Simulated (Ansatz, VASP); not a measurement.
**C: VASP beside Ansatz**

```xyz
12
Lattice="2.6970 0.0000 0.0000 -1.3485 2.3357 0.0000 0.0000 0.0000 11.8077" Properties=species:S:1:pos:R:3 pbc="T T T"
C     0.0000    0.0000    2.2064
C     0.0000    0.0000    8.1102
C     0.0000    0.0000    3.6975
C     0.0000    0.0000    9.6013
C     0.0000    1.5571    6.1491
C     1.3485    0.7786    0.2452
C     0.0000    1.5571   11.5625
C     1.3485    0.7786    5.6586
C     0.0000    1.5571    7.6171
C     1.3485    0.7786    1.7132
C     0.0000    1.5571   10.0945
C     1.3485    0.7786    4.1906
```

Alike in both runs: task single point; functional PBE; k mesh 12 × 12 × 2; occupations gaussian, width 0.05 eV; no spin polarisation.

|  | VASP | Ansatz |
| --- | --- | --- |
| version | VASP 6.6.1 | Ansatz 0.2.0 |
| potentials or method | VASP PAW PBE potentials, release 64 (C), cutoff 520 eV | scalar-relativistic, plane waves, PAW |
| valence electrons in the cell | 48 | 48 |

```csv
,VASP,Ansatz,Ansatz less VASP
gap on the k mesh at the Fermi level (eV),2.81,2.82,+0.008
least direct gap on the mesh (eV),3.81,3.82,+0.007
pressure (GPa),-23.1,-23.5,-0.42
"traceless stress, the component that is largest in VASP (GPa)",82.26,81.79,-0.475
rms of the force components (eV/Å),0.340,0.321,-0.0190
```

Atom by atom the forces differ by 0.020 eV/Å (rms over components). The functional is the same, so the differences come from potentials, cutoffs and numerics.
